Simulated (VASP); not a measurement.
Wanted: the native input for a VASP 6.6.1 run.

| Property | Result |
| --- | --- |
| Task | single point |
| Functional | LDA |
| Potentials or basis | VASP PAW LDA potentials, release 64 (Ta_sv_GW, C) |
| Cutoff | 700 eV |
| k mesh | 8 × 8 × 8 |
| Occupations | gaussian, width 0.1 eV |
| Spin | no spin polarisation |
| Dipole correction | no |
| Further INCAR settings | ALGO = Normal; EDIFF = 1e-06; NBANDS = 16 |

The structure of TaC lies in POSCAR:

```
TaC
1.0
    0.0000000000      2.2200000000      2.2200000000
    2.2200000000      0.0000000000      2.2200000000
    2.2200000000      2.2200000000      0.0000000000
Ta C
1 1
Direct
    0.0000000000      0.0000000000      0.0000000000
    0.5000000000      0.5000000000      0.5000000000
```

The input as run:

INCAR

```
SYSTEM = TaC
PREC = Accurate
ENCUT = 700
EDIFF = 1E-6
ISMEAR = 0
SIGMA = 0.1
LREAL = .FALSE.
LASPH = .TRUE.
NELM = 120
ALGO = Normal
ISIF = 2
LWAVE = .FALSE.
LCHARG = .TRUE.
LELF = .TRUE.
LVHAR = .TRUE.
NBANDS = 16
GGA_COMPAT = .FALSE.
```

KPOINTS

```
Automatic mesh
0
G
  8 8 8
  0 0 0
```

Potentials or basis: VASP PAW LDA potentials, release 64 (Ta_sv_GW, C).

The run is started by

```sh
$ cat potpaw_LDA.64/Ta_sv_GW/POTCAR potpaw_LDA.64/C/POTCAR > POTCAR
$ mpirun -np 1 vasp_std > vasp.out
```

Results of the run:

```yaml
Pressure: -5.1 GPa
Band_gap_on_the_k_mesh: zero (an odd number of electrons rules out a gap without spin polarisation)
```

Caveat: the cell stands under tension; spin-orbit coupling is left out, which moves the levels of the heavy elements; an odd number of electrons without spin polarisation forces a metal; a magnetic or distorted state may lie lower.

Run time: 13 s on 1 thread of AMD EPYC 7R13 Processor (Zen 3), on a shared host, peak memory 0.13 GiB.
